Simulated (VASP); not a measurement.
# Mg (P6_3/mmc) in VASP: further runs

Mg is run at these levels: r2SCAN; tasks: single point, relaxation of cell and atoms.

Program: VASP 6.6.1. These are calculated values, not measurements. Logs are shortened: lines on timing, memory, paths and dates and some standing lists are left out, and cuts for length are marked.

## (1) The cell of the first run

The structure is hexagonal, space group P6_3/mmc (No. 194). Conventional cell: a = 3.172 Å, b = 3.172 Å, c = 5.186 Å, α = 90.00°, β = 90.00°, γ = 120.00°. Mg (site symmetry -6m2) has 12 Mg at 3.17 Å within 4.2 Å.

## (2) Single point, r2SCAN

Contents of POSCAR:

```
Mg
1.0
    3.1716372764      0.0000000000      0.0000000000
   -1.5858186382      2.7467184530      0.0000000000
    0.0000000000      0.0000000000      5.1857757784
Mg
2
Direct
    0.3333333333      0.6666666667      0.2500000000
    0.6666666667      0.3333333333      0.7500000000
```

Contents of INCAR.step1:

```
SYSTEM = Mg
ALGO = Normal
EDIFF = 1E-4
ENCUT = 520
GGA = PE
ISMEAR = 0
LASPH = .TRUE.
LCHARG = .FALSE.
LREAL = .FALSE.
LWAVE = .TRUE.
NBANDS = 9
NELM = 80
PREC = Accurate
SIGMA = 0.05
```

Contents of INCAR.step2:

```
SYSTEM = Mg
ALGO = Normal
EDIFF = 1E-7
ENCUT = 520
ISIF = 2
ISMEAR = 0
ISTART = 1
LASPH = .TRUE.
LCHARG = .FALSE.
LMIXTAU = .TRUE.
LREAL = .FALSE.
LWAVE = .FALSE.
METAGGA = R2SCAN
NBANDS = 9
NELM = 80
PREC = Accurate
SIGMA = 0.05
```

Contents of KPOINTS:

```
k-points
0
G
  17 17 9
  0 0 0
```

Potentials or basis: VASP PAW PBE potentials, release 64 (Mg).

The run is started by

```
> cat potpaw_PBE.64/Mg/POTCAR > POTCAR
> cp INCAR.step1 INCAR
> mpirun -np 1 vasp_std > vasp.out
> cp INCAR.step2 INCAR
> mpirun -np 1 vasp_std > vasp.out
```

OUTCAR:

```text
SYSTEM = Mg
   EDIFF = 1E-7
   ENCUT = 520
   ISIF = 2
   ISMEAR = 0
   ISTART = 1
   LASPH = .TRUE.
   LREAL = .FALSE.
   METAGGA = R2SCAN
   NELM = 80
   PREC = Accurate

 ion  position               nearest neighbor table
   1  0.333  0.667  0.250-   2 3.17   2 3.17   2 3.17   2 3.17   2 3.17   2 3.17
   2  0.667  0.333  0.750-   1 3.17   1 3.17   1 3.17   1 3.17   1 3.17   1 3.17

  LATTYP: Found a hexagonal cell.
 ALAT       =     3.1716372764
 C/A-ratio  =     1.6350469258

  Lattice vectors:

 A1 = (   3.1716372764,   0.0000000000,   0.0000000000)
 A2 = (  -1.5858186382,   2.7467184530,   0.0000000000)
 A3 = (   0.0000000000,   0.0000000000,   5.1857757784)

Analysis of symmetry for initial positions (statically):
=====================================================================
 Subroutine PRICEL returns:
 Original cell was already a primitive cell.

 Routine SETGRP: Setting up the symmetry group for a
 hexagonal supercell.

 Subroutine GETGRP returns: Found 24 space group operations
 (whereof 12 operations were pure point group operations)
 out of a pool of 24 trial point group operations.

The static configuration has the point symmetry D_3d.
 The point group associated with its full space group is D_6h.

Analysis of symmetry for dynamics (positions and initial velocities):
=====================================================================
 Subroutine PRICEL returns:
 Original cell was already a primitive cell.

 Routine SETGRP: Setting up the symmetry group for a
 hexagonal supercell.

 Subroutine GETGRP returns: Found 24 space group operations
 (whereof 12 operations were pure point group operations)
 out of a pool of 24 trial point group operations.

The dynamic configuration has the point symmetry D_3d.
 The point group associated with its full space group is D_6h.

 Subroutine INISYM returns: Found 24 space group operations
 (whereof 12 operations are pure point group operations),
 and found     1 'primitive' translations

----------------------------------------------------------------------------------------

                                     Primitive cell

  volume of cell :      45.1764

  direct lattice vectors                    reciprocal lattice vectors
     3.171637276  0.000000000  0.000000000     0.315294566  0.182035403  0.000000000
    -1.585818638  2.746718453  0.000000000     0.000000000  0.364070806  0.000000000
     0.000000000  0.000000000  5.185775778     0.000000000  0.000000000  0.192835179

  length of vectors
     3.171637276  3.171637276  5.185775778     0.364070806  0.364070806  0.192835179

  position of ions in fractional coordinates (direct lattice)
     0.333333333  0.666666667  0.250000000
     0.666666667  0.333333333  0.750000000

  ion indices of the primitive-cell ions
   primitive index   ion index
                 1           1
                 2           2

----------------------------------------------------------------------------------------

 KPOINTS: k-points

Automatic generation of k-mesh.
 Grid dimensions read from file:
 generate k-points for:   17   17    9

 Generating k-lattice:

  Cartesian coordinates                     Fractional coordinates (reciprocal lattice)
     0.018546739  0.010707965  0.000000000     0.058823529  0.000000000  0.000000000
     0.000000000  0.021415930  0.000000000     0.000000000  0.058823529  0.000000000
     0.000000000  0.000000000  0.021426131     0.000000000  0.000000000  0.111111111

  Length of vectors
     0.021415930  0.021415930  0.021426131

  Shift w.r.t. Gamma in fractional coordinates (k-lattice)
     0.000000000  0.000000000  0.000000000

 Subroutine IBZKPT returns following result:
 ===========================================

 Found    165 irreducible k-points:

 Following reciprocal coordinates:
            Coordinates               Weight
  0.000000  0.000000  0.000000      1.000000
  0.058824  0.000000  0.000000      6.000000
  0.117647  0.000000  0.000000      6.000000
  0.176471  0.000000  0.000000      6.000000
  0.235294  0.000000  0.000000      6.000000
  0.294118  0.000000  0.000000      6.000000
[... 16 lines left out ...]
  0.411765  0.117647  0.000000     12.000000
  0.176471  0.176471  0.000000      6.000000
 [... further k-points ...]
   k-points           NKPTS =    165   k-points in BZ     NKDIM =    165   number of bands    NBANDS=      9
   number of dos      NEDOS =    301   number of ions     NIONS =      2
   total plane-waves  NPLWV =  23040
   dimension x,y,z NGX =    24 NGY =   24 NGZ =   40
   dimension x,y,z NGXF=    48 NGYF=   48 NGZF=   80
   ions per type =               2
   NGX,Y,Z   is equivalent  to a cutoff of  12.58, 12.58, 12.82 a.u.
   NGXF,Y,Z  is equivalent  to a cutoff of  25.16, 25.16, 25.65 a.u.
 SYSTEM =  Mg
   PREC   = accura    normal or accurate (medium, high low for compatibility)
   ISTART =      1    job   : 0-new  1-cont  2-samecut
   ICHARG =      0    charge: 1-file 2-atom 10-const
   ISPIN  =      1    spin polarized calculation?
   LNONCOLLINEAR =      F non collinear calculations
   LSORBIT =      F    spin-orbit coupling
   LASPH  =      T    aspherical Exc in radial PAW
   ENCUT  =  520.0 eV  38.22 Ry    6.18 a.u.   5.90  5.90  9.64*2*pi/ulx,y,z
   NELM   =     80;   NELMIN=  2; NELMDL=  0     # of ELM steps
   EDIFF  = 0.1E-06   stopping-criterion for ELM
   LREAL  =      F    real-space projection
   EDIFFG = 0.1E-05   stopping-criterion for IOM
   NSW    =      0    number of steps for IOM
   IBRION =     -1    ionic relax: 0-MD 1-quasi-New 2-CG
   NFREE  =      0    steps in history (QN), initial steepest desc. (CG)
   ISIF   =      2    stress and relaxation
   ISYM   =      2    0-nonsym 1-usesym 2-fastsym
   POTIM  = 0.5000    time-step for ionic-motion
   TEBEG  =    0.0;   TEEND  =   0.0 temperature during run
   PSTRESS=    0.0 pullay stress
   NELECT =       4.0000    total number of electrons
   NUPDOWN=      -1.0000    fix difference up-down
   EMIN   =  10.00;   EMAX   =-10.00  energy-range for DOS
   EFERMI =   0.00;   METHOD = LEGACY
   ISMEAR =     0;   SIGMA  =   0.05  broadening in eV -4-tet -1-fermi 0-gaus
   EFERMI_NEDOS =   21; number of points for ismear=-14 and -15
   IALGO  =     38    algorithm
   IMIX   =      4    mixing-type and parameters
     AMIX     =   0.40;   BMIX     =  1.00
     AMIX_MAG =   1.60;   BMIX_MAG =  1.00
  volume/ion in A,a.u.               =      22.59       152.43
  Fermi-wavevector in a.u.,A,eV,Ry     =   0.729666  1.378870  7.243920  0.532413
  Thomas-Fermi vector in A             =   1.821445
   LORBIT       =      0    0 simple, 1 ext, 2 COOP (PROOUT), +10 PAW based schemes
   METAGGA = R2SCAN    functional components
   LHFCALC =     F    Hartree Fock is set to
   AEXX    =    0.0000 exact exchange contribution
   IVDW    =     0    specifies the selected vdW correction
   LEPSILON=     F    determine dielectric tensor
   LRPA    =     F    only Hartree local field effects (RPA)
 non-spin polarized calculation
 Gauss-broadening in eV      SIGMA  =   0.05
  energy-cutoff  :      520.00
  volume of cell :       45.18
 maximum number of plane-waves:      1238
 NGX is ok and might be reduce to    24
   NGX = 11   NGY = 11   NGZ = 19

 number of electron       4.0000000 magnetization

 Free energy of the ion-electron system (eV)
  ---------------------------------------------------
  ext. energy  EPLUGINS =         0.00000000
  ---------------------------------------------------
  free energy    TOTEN  =        -8.29777486 eV

  energy without entropy =       -8.29710462  energy(sigma->0) =       -8.29743974

 E-fermi :   2.7674     XC(G=0):  -9.0921

 val. band max:        2.7612071430   @ k =   0.1176   0.0000   0.1111
 cond. band min:       2.7826032528   @ k =   0.2941   0.2353   0.2222
 fundamental gap:      0.0213961098
 Fermi energy:         2.7673755210

 k-point     1 :       0.0000    0.0000    0.0000
  band No.  band energies     occupation
      1      -4.7303      2.00000
      2       0.7572      2.00000
      3       1.4671      2.00000
      4      14.6097      0.00000
      5      14.6097      0.00000
      6      14.8212      0.00000
      7      14.8212      0.00000
      8      15.3859      0.00000
      9      17.4311      0.00000

 k-point     2 :       0.0588    0.0000    0.0000
  band No.  band energies     occupation
      1      -4.6566      2.00000
      2       0.8252      2.00000
      3       1.5373      2.00000
      4      12.9853      0.00000
      5      13.7368      0.00000
      6      14.5337      0.00000
      7      15.7852      0.00000
      8      16.1336      0.00000
      9      17.9226      0.00000

 k-point     3 :       0.1176    0.0000    0.0000
  band No.  band energies     occupation
      1      -4.4358      2.00000
      2       1.0294      2.00000
      3       1.7464      2.00000
      4      11.0337      0.00000
      5      12.8807      0.00000
      6      13.6386      0.00000
      7      16.0480      0.00000
      8      16.2593      0.00000
      9      16.8152      0.00000

 k-point     4 :       0.1765    0.0000    0.0000
  band No.  band energies     occupation
      1      -4.0690      2.00000
      2       1.3698      2.00000
      3       2.0889      2.00000
      4       9.1390      0.00000
      5      12.1436      0.00000
      6      12.6503      0.00000
      7      14.1442      0.00000
      8      15.4114      0.00000
      9      16.9532      0.00000
[... 205 lines left out ...]
 k-point    22 :       0.3529    0.1176    0.0000
  band No.  band energies     occupation
      1      -0.9733      2.00000
      2       2.4939      2.00000
      3       4.3044      0.00000
      4       5.1960      0.00000
      5       7.2145      0.00000
      6       7.8124      0.00000
      7       9.5198      0.00000
      8      12.4978      0.00000
      9      13.6873      0.00000

 k-point    23 :       0.4118    0.1176    0.0000
  band No.  band energies     occupation
      1       0.0751      2.00000
      2       1.2588      2.00000
      3       5.3209      0.00000
      4       5.9280      0.00000
      5       6.5213      0.00000
      6       6.7033      0.00000
      7       8.8743      0.00000
      8      12.3563      0.00000
      9      13.5702      0.00000

 k-point    24 :       0.1765    0.1765    0.0000
  band No.  band energies     occupation
      1      -2.7599      2.00000
      2       2.5973      2.00000
      3       3.2266      0.00000
      4       6.6190      0.00000
      5       7.3181      0.00000
      6      11.6198      0.00000
      7      12.2824      0.00000
      8      12.5077      0.00000
      9      13.5124      0.00000

 [... further k-points ...]

------------------------ aborting loop because EDIFF is reached ----------------------------------------

  FORCE on cell =-STRESS in cart. coord.  units (eV):
  Direction    XX          YY          ZZ          XY          YZ          ZX
  --------------------------------------------------------------------------------------
  -------------------------------------------------------------------------------------
  Total       -0.0756610     -0.0756610     -0.0666389      0.0000000     -0.0000000      0.0000000
  in kB       -2.6833111     -2.6833111     -2.3633458      0.0000000     -0.0000000      0.0000000
  external PRESSURE =      -2.5766560 kB  Pullay stress =       0.0000000 kB

 VOLUME and BASIS-vectors are now :
 -----------------------------------------------------------------------------
  energy-cutoff  :      520.00
  volume of cell :       45.18
      direct lattice vectors                 reciprocal lattice vectors
     3.171637276  0.000000000  0.000000000     0.315294566  0.182035403  0.000000000
    -1.585818638  2.746718453  0.000000000     0.000000000  0.364070806  0.000000000
     0.000000000  0.000000000  5.185775778     0.000000000  0.000000000  0.192835179

 POSITION                                       TOTAL-FORCE (eV/Angst)
 -----------------------------------------------------------------------------------
     -0.00000      1.83115      1.29644         0.000000     -0.000000      0.000000
      1.58582      0.91557      3.88933        -0.000000      0.000000      0.000000
 -----------------------------------------------------------------------------------
    total drift:                                0.000000     -0.000000      0.000000

  FREE ENERGIE OF THE ION-ELECTRON SYSTEM (eV)
  ---------------------------------------------------
  free  energy   TOTEN  =        -8.2977748598 eV

  energy  without entropy=       -8.2971046198  energy(sigma->0) =       -8.29743974
```

Run time: 63 s. Hardware: 1 thread of Intel Xeon 6975P-C (Granite Rapids), shared host; peak memory 0.21 GiB.

What came out:

- Free energy: -8.2978 eV
- Pressure: -0.3 GPa
- Band gap on the k mesh: zero (bands 2 and 3 overlap by 2.43 eV)

Caveat: the PAW data sets were made with another functional, which shifts forces and pressure a little.

(Part 1 of 2 ends here.)
